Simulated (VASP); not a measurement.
BaS in VASP: the effect of dispersion

System: BaS, a slab with vacuum.

```
CELL_PARAMETERS angstrom
4.51664 0.00000 0.00000
0.00000 4.51664 0.00000
0.00000 0.00000 24.58125
ATOMIC_POSITIONS crystal
Ba 0.50000 0.50000 0.30511
Ba 0.00000 0.00000 0.43504
Ba 0.50000 0.50000 0.56496
Ba 0.00000 0.00000 0.69489
S 0.00000 0.00000 0.30511
S 0.50000 0.50000 0.43504
S 0.00000 0.00000 0.56496
S 0.50000 0.50000 0.69489
```

Alike in all runs:

```yaml
Program: VASP 6.6.1
Task: relaxation of the atoms
Functional: PBE
Potentials_or_basis: VASP PAW PBE potentials, release 64 (Ba_sv, S)
Cutoff: 520 eV
k_mesh: 5 × 5 × 1
Occupations: fermi-dirac, width 0.05 eV
Spin: no spin polarisation
```

Each run relaxes the cell or the atoms first.

```tsv
dispersion	gap on the mesh (eV)
none	2.07
D2	?
D3	2.06
D3(BJ)	2.06
D4	2.06
TS	2.12
TS-HI	2.05
MBD-FI	1.91
dDsC	2.03
```

Question: What does the run with dispersion D2 give?

Answer: gap on the mesh 1.82 eV.

Caveats: spin-orbit coupling is left out, which moves the levels of the heavy elements.

A k mesh can miss the band edges.
